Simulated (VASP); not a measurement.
Write the native input for VASP 6.6.1 that does the following.

| Property | Result |
| --- | --- |
| Task | single point |
| Functional | PBEsol |
| Potentials or basis | VASP PAW PBE potentials, release 64 (Hg) |
| Cutoff | 520 eV |
| k mesh | 12 × 12 × 12 |
| Occupations | gaussian, width 0.1 eV |
| Spin | no spin polarisation |
| Dipole correction | no |
| Further INCAR settings | ALGO = Fast; EDIFF = 1e-07; NBANDS = 19 |

The structure of Hg lies in POSCAR:

```
Hg
1.0
    3.7807521512      0.0000000000      0.0000000000
    0.0000000000      3.7807521512      0.0000000000
    0.0000000000      0.0000000000      3.2424763827
Hg
2
Direct
    0.0000000000      0.0000000000      0.0000000000
    0.5000000000      0.5000000000      0.5000000000
```

This cell differs from its parent crystal: strain along c alone, the other axes held: -3.0 %.

The input as run:

INCAR

```
SYSTEM = Hg
ALGO = Fast ; EDIFF = 1E-7
ENCUT = 520 ; GGA = PS
ISIF = 2 ; ISMEAR = 0
LASPH = .TRUE. ; LCHARG = .FALSE.
LREAL = .FALSE. ; LWAVE = .FALSE.
NBANDS = 19 ; NELM = 60
PREC = Accurate ; SIGMA = 0.1
```

KPOINTS

```
k-points
0
G
  12 12 12
  0 0 0
```

Potentials or basis: VASP PAW PBE potentials, release 64 (Hg).

Launch:

```bash
$ cat potpaw_PBE.64/Hg/POTCAR > POTCAR
$ mpirun -np 1 vasp_std > vasp.out
```

It gave:

* Pressure: 1.5 GPa
* Band gap on the k mesh: zero (band 12 reaches 5.38 eV, above the bottom of band 13 at 0.82 eV)

Caveat: the cell differs from its parent crystal (strain along c alone, the other axes held: -3.0 %); the PAW data sets were made with another functional, which shifts forces and pressure a little; spin-orbit coupling is left out, which moves the levels of the heavy elements.

Run time: 86 s on 1 thread of Intel Xeon 6975P-C (shared host), peak memory 0.25 GiB.
